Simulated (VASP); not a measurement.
Here is a VASP 6.6.1 calculation.

File INCAR:

```
ALGO     = Normal         # electronic algorithm
EDIFF    = 1E-6           # SCF threshold, eV
ENCUT    = 520            # plane-wave cutoff, eV
ISIF     = 2              # what is computed and relaxed
ISMEAR   = 0              # smearing method
LASPH    = True           # aspherical terms in the spheres
LCHARG   = False          # write CHGCAR
LREAL    = False          # projectors in reciprocal space
LWAVE    = False          # write WAVECAR
NBANDS   = 26             # bands
NELM     = 60             # most SCF steps
PREC     = Accurate       # precision mode
SIGMA    = 0.05           # smearing width, eV
```

KPOINTS

```
k-points
0
Gamma
  8 8 6
```

Contents of POSCAR:

```
ZnSe
1.0
    4.0437991417      0.0000000000      0.0000000000
    0.0000000000      4.0437991417      0.0000000000
    0.0000000000      0.0000000000      5.3369824815
Zn Se
2 2
Direct
    0.0000000000      0.0000000000      0.0000000000
    0.5000000000      0.5000000000      0.0000000000
    0.0000000000      0.5000000000      0.2419974579
    0.5000000000      0.0000000000      0.7580025421
```

Potentials or basis: VASP PAW LDA potentials, release 64 (Zn, Se).

Run with:

```sh
$ cat potpaw_LDA.64/Zn/POTCAR potpaw_LDA.64/Se/POTCAR > POTCAR
$ mpirun -np 1 vasp_std > vasp.out
```

Q: What does it give for the band gap on the k mesh?

A: 0.94 eV, direct.

Q: What does it give for the largest force?

A: 1.704 eV/Å.

Q: What does it give for the pressure?

A: 5.7 GPa.

Stress tensor (GPa, compression positive):
```
5.16 0.00 0.00
0.00 5.16 0.00
0.00 0.00 6.90
```

Caveat: forces of over 1 eV/Å act on the atoms, so gaps and moduli don't describe the material at rest. Expect the measured gap to be larger: semilocal functionals such as LDA lack the derivative discontinuity.
